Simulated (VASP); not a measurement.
# GaP (F-43m) in VASP: a series of runs, part 2 of 2

VASP 6.6.1. Earlier steps stand in the parts before.

### Step 4. Electric field gradients, PBE (20.65 Å³/atom)

This run uses another cell than the first one, of 20.65 Å³/atom.

Input file INCAR:

```
PREC = Accurate ; ENCUT = 520
EDIFF = 1E-8 ; ISMEAR = -1
SIGMA = 0.05 ; LREAL = F
LASPH = T ; NELM = 60
ALGO = Normal ; ISIF = 2
LWAVE = F ; LCHARG = F
GGA = PE ; LEFG = T
NBANDS = 16
```

Input file KPOINTS:

```
regular mesh
0
Gamma
  10 10 10
```

Input file POSCAR:

```
GaP
1.0
    0.0000000000      2.7432985392      2.7432985392
    2.7432985392      0.0000000000      2.7432985392
    2.7432985392      2.7432985392      0.0000000000
Ga P
1 1
Direct
    0.0000000000      0.0000000000      0.0000000000
    0.7500000000      0.7500000000      0.7500000000
```

Potentials or basis: VASP PAW PBE potentials, release 64 (Ga_d, P).

The run is started by

```bash
cat potpaw_PBE.64/Ga_d/POTCAR potpaw_PBE.64/P/POTCAR > POTCAR
mpirun -np 1 vasp_std > vasp.out
```

OUTCAR:

```text
PREC = Accurate
   ENCUT = 520
   EDIFF = 1E-8
   ISMEAR = -1
   LREAL = F
   LASPH = T
   NELM = 60
   ISIF = 2
   GGA = PE

 ion  position               nearest neighbor table
   1  0.000  0.000  0.000-   2 2.38   2 2.38   2 2.38   2 2.38
   2  0.750  0.750  0.750-   1 2.38   1 2.38   1 2.38   1 2.38

  LATTYP: Found a face centered cubic cell.
 ALAT       =     5.4865970784

  Lattice vectors:

 A1 = (   0.0000000000,   2.7432985392,   2.7432985392)
 A2 = (   2.7432985392,   0.0000000000,   2.7432985392)
 A3 = (   2.7432985392,   2.7432985392,   0.0000000000)

Analysis of symmetry for initial positions (statically):
=====================================================================
 Subroutine PRICEL returns:
 Original cell was already a primitive cell.

 Routine SETGRP: Setting up the symmetry group for a
 face centered cubic supercell.

 Subroutine GETGRP returns: Found 24 space group operations
 (whereof 24 operations were pure point group operations)
 out of a pool of 48 trial point group operations.

The static configuration has the point symmetry T_d .

Analysis of symmetry for dynamics (positions and initial velocities):
=====================================================================
 Subroutine PRICEL returns:
 Original cell was already a primitive cell.

 Routine SETGRP: Setting up the symmetry group for a
 face centered cubic supercell.

 Subroutine GETGRP returns: Found 24 space group operations
 (whereof 24 operations were pure point group operations)
 out of a pool of 48 trial point group operations.

The dynamic configuration has the point symmetry T_d .

 Subroutine INISYM returns: Found 24 space group operations
 (whereof 24 operations are pure point group operations),
 and found     1 'primitive' translations

----------------------------------------------------------------------------------------

                                     Primitive cell

  volume of cell :      41.2904

  direct lattice vectors                    reciprocal lattice vectors
     0.000000000  2.743298539  2.743298539    -0.182262336  0.182262336  0.182262336
     2.743298539  0.000000000  2.743298539     0.182262336 -0.182262336  0.182262336
     2.743298539  2.743298539  0.000000000     0.182262336  0.182262336 -0.182262336

  length of vectors
     3.879610000  3.879610000  3.879610000     0.315687626  0.315687626  0.315687626

  position of ions in fractional coordinates (direct lattice)
     0.000000000  0.000000000  0.000000000
     0.750000000  0.750000000  0.750000000

  ion indices of the primitive-cell ions
   primitive index   ion index
                 1           1
                 2           2

----------------------------------------------------------------------------------------

 KPOINTS: regular mesh

Automatic generation of k-mesh.
 Grid dimensions read from file:
[... 71 lines left out ...]
   ISIF   =      2    stress and relaxation
   ISYM   =      2    0-nonsym 1-usesym 2-fastsym
   POTIM  = 0.5000    time-step for ionic-motion
   TEBEG  =    0.0;   TEEND  =   0.0 temperature during run
   PSTRESS=    0.0 pullay stress
   NELECT =      18.0000    total number of electrons
   NUPDOWN=      -1.0000    fix difference up-down
   EMIN   =  10.00;   EMAX   =-10.00  energy-range for DOS
   EFERMI =   0.00;   METHOD = LEGACY
   ISMEAR =    -1;   SIGMA  =   0.05  broadening in eV -4-tet -1-fermi 0-gaus
   EFERMI_NEDOS =   21; number of points for ismear=-14 and -15
   IALGO  =     38    algorithm
   IMIX   =      4    mixing-type and parameters
     AMIX     =   0.40;   BMIX     =  1.00
     AMIX_MAG =   1.60;   BMIX_MAG =  1.00
  volume/ion in A,a.u.               =      20.65       139.32
  Fermi-wavevector in a.u.,A,eV,Ry     =   1.241317  2.345748 20.964770  1.540867
  Thomas-Fermi vector in A             =   2.375720
   LORBIT       =      0    0 simple, 1 ext, 2 COOP (PROOUT), +10 PAW based schemes
   GGA     = PE    functional components
   LHFCALC =     F    Hartree Fock is set to
   AEXX    =    0.0000 exact exchange contribution
   IVDW    =     0    specifies the selected vdW correction
   LEPSILON=     F    determine dielectric tensor
   LRPA    =     F    only Hartree local field effects (RPA)
 non-spin polarized calculation
  energy-cutoff  :      520.00
  volume of cell :       41.29
 maximum number of plane-waves:      1139
 NGX is ok and might be reduce to    30
   NGX = 15   NGY = 15   NGZ = 15

 number of electron      17.9999997 magnetization

 Free energy of the ion-electron system (eV)
  ---------------------------------------------------
  ext. energy  EPLUGINS =         0.00000000
  ---------------------------------------------------
  free energy    TOTEN  =        -9.12645785 eV

  energy without entropy =       -9.12645785  energy(sigma->0) =       -9.12645785

 E-fermi :   5.2349     XC(G=0):  -9.7434

 val. band max:        4.4512157781   @ k =   0.0000   0.0000   0.0000
 cond. band min:       6.0640663032   @ k =   0.5000   0.0000   0.0000
 fundamental gap:      1.6128505251
 Fermi energy:         5.2349081082

 k-point     1 :       0.0000    0.0000    0.0000
  band No.  band energies     occupation
      1     -10.0666      2.00000
      2     -10.0666      2.00000
      3     -10.0666      2.00000
      4      -9.9728      2.00000
      5      -9.9728      2.00000
      6      -7.8931      2.00000
[... 433 lines left out ...]
      3     -10.0199      2.00000
      4      -9.9953      2.00000
      5      -9.9574      2.00000
      6      -5.9675      2.00000
[... 8 lines left out ...]
     15      16.1797      0.00000
     16      18.0775      0.00000

 [... further k-points ...]

------------------------ aborting loop because EDIFF is reached ----------------------------------------

  FORCE on cell =-STRESS in cart. coord.  units (eV):
  Direction    XX          YY          ZZ          XY          YZ          ZX
  --------------------------------------------------------------------------------------
  -------------------------------------------------------------------------------------
  Total        0.2126441      0.2126441      0.2126441      0.0000000      0.0000000     -0.0000000
  in kB        8.2511530      8.2511530      8.2511530      0.0000000      0.0000000     -0.0000000
  external PRESSURE =       8.2511530 kB  Pullay stress =       0.0000000 kB

 VOLUME and BASIS-vectors are now :
 -----------------------------------------------------------------------------
  energy-cutoff  :      520.00
  volume of cell :       41.29
      direct lattice vectors                 reciprocal lattice vectors
     0.000000000  2.743298539  2.743298539    -0.182262336  0.182262336  0.182262336
     2.743298539  0.000000000  2.743298539     0.182262336 -0.182262336  0.182262336
     2.743298539  2.743298539  0.000000000     0.182262336  0.182262336 -0.182262336

 POSITION                                       TOTAL-FORCE (eV/Angst)
 -----------------------------------------------------------------------------------
      0.00000      0.00000      0.00000         0.000000      0.000000      0.000000
      4.11495      4.11495      4.11495        -0.000000     -0.000000     -0.000000
 -----------------------------------------------------------------------------------
    total drift:                               -0.000002     -0.000002     -0.000002

  FREE ENERGIE OF THE ION-ELECTRON SYSTEM (eV)
  ---------------------------------------------------
  free  energy   TOTEN  =        -9.1264578497 eV

  energy  without entropy=       -9.1264578474  energy(sigma->0) =       -9.12645785

 Electric field gradients (V/A^2)
---------------------------------------------------------------------
 ion       V_xx      V_yy      V_zz      V_xy      V_xz      V_yz
---------------------------------------------------------------------
   1      -0.000     0.000    -0.000    -0.002    -0.002    -0.002
   2      -0.000    -0.000     0.000    -0.000    -0.000    -0.000
---------------------------------------------------------------------

 Electric field gradients after diagonalization (V/A^2)
 (convention: |V_zz| > |V_xx| > |V_yy|)
----------------------------------------------------------------------
 ion       V_xx      V_yy      V_zz     asymmetry (V_yy - V_xx)/ V_zz
----------------------------------------------------------------------
   1       0.002     0.002    -0.004       0.000
   2       0.000     0.000    -0.000       0.000
----------------------------------------------------------------------

           NMR quadrupolar parameters

 Cq : quadrupolar parameter    Cq=e*Q*V_zz/h
 eta: asymmetry parameters     (V_yy - V_xx)/ V_zz
 Q  : nuclear electric quadrupole moment in mb (millibarn)
----------------------------------------------------------------------
 ion       Cq(MHz)       eta       Q (mb)
----------------------------------------------------------------------
   1      -0.000       0.000       1.000
   2      -0.000       0.000       1.000
----------------------------------------------------------------------
```

Wall time 45 s (1 thread of Intel Xeon 6975P-C (Granite Rapids), shared host); peak memory 0.18 GiB.

What came out:

| Quantity | Value |
| --- | --- |
| Free energy | -9.1265 eV |
| Pressure | 0.8 GPa |
| Band gap on the k mesh | 1.61 eV (least direct gap 1.66 eV) |
| Largest electric field gradient by atom | zero within the noise of the run |

Levels at points of the mesh, in eV from the valence-band top:
```
           k point  band 5  band 6  band 7  band 8  band 9  band 10  band 11  band 12  band 13  band 14
(0.00, 0.00, 0.00)  -14.42  -12.34    0.00    0.00    0.00     1.66     3.89     3.89     3.89     8.72
(0.50, 0.00, 0.00)  -14.42  -10.34   -6.52   -1.09   -1.09     1.61     4.73     4.73     8.25    10.75
(0.50, 0.50, 0.00)  -14.40   -9.47   -6.66   -2.61   -2.61     1.70     1.84    10.45    10.45    11.02
```

A k mesh can miss the band edges.
